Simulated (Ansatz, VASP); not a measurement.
Two plane-wave programs on Li2Se

```
CELL_PARAMETERS angstrom
0.00000 2.97238 2.97238
2.97238 0.00000 2.97238
2.97238 2.97238 0.00000
ATOMIC_POSITIONS crystal
Li 0.25000 0.25000 0.25000
Li 0.75000 0.75000 0.75000
Se 0.00000 0.00000 0.00000
```

Alike in both runs: functional PBEsol; k mesh 8 × 8 × 8; occupations gaussian, width 0.02 eV; no spin polarisation.

Ansatz relaxed the structure, and its values are those at the end. VASP's run is a single point on that final structure, the one shown.

```csv
,VASP,Ansatz
version,VASP 6.6.1,Ansatz 0.2.0
potentials or method,"VASP PAW PBE potentials, release 64 (Li_sv, Se), cutoff 750 eV","scalar-relativistic, plane waves, PAW"
valence electrons in the cell,12,22
```

Ansatz gave:

```
gap on the k mesh at the Fermi level (eV) : 2.82
least direct gap on the mesh (eV)         : 3.36
pressure (GPa)                            : 0.0
```

What did VASP give for the same quantities?

gap on the k mesh at the Fermi level (eV): 2.81; least direct gap on the mesh (eV): 3.36; pressure (GPa): 0.0.

VASP's potentials were made for PBE, not for PBEsol. With one functional, cell and mesh, what is left measures potentials, basis and numerics. VASP's potentials hold 12 valence electrons a cell and Ansatz's 22, so a difference there can come from the potentials and not from the codes.
